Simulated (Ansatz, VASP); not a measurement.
**One calculation of BAs2, two programs**

```
B As
1.0
     2.21590   -4.32466    0.00000
     2.21590    4.32466    0.00000
     0.00000    0.00000    5.97325
B As
2 4
Direct
  0.00000 0.00000 0.25000
  0.00000 0.00000 0.75000
  0.15882 0.36487 0.50000
  0.84118 0.63513 0.50000
  0.63513 0.84118 0.00000
  0.36487 0.15882 0.00000
```

Alike in both runs: functional PBE; k mesh 10 × 10 × 6; occupations gaussian, width 0.1 eV; no spin polarisation.

Ansatz relaxed the structure, and its values are those at the end. VASP's run is a single point on that final structure, the one shown.

|  | VASP | Ansatz |
| --- | --- | --- |
| version | VASP 6.6.1 | Ansatz 0.2.0 |
| potentials or method | VASP PAW PBE potentials, release 64 (B, As), cutoff 520 eV | scalar-relativistic, plane waves, PAW |
| valence electrons in the cell | 26 | 66 |

Ansatz gave:

| Item | Value |
| --- | --- |
| gap on the k mesh at the Fermi level (eV) | none |
| pressure (GPa) | 0.0 |
| rms of the force components (eV/Å) | 0.002 |

Problem. Which values does VASP return?

Solution. gap on the k mesh at the Fermi level (eV): none; pressure (GPa): 0.3; rms of the force components (eV/Å): 0.019.

A gap of «none» marks a metal or a gap that the smearing closes. VASP's potentials hold 26 valence electrons a cell and Ansatz's 66, so a difference there can come from the potentials and not from the codes.
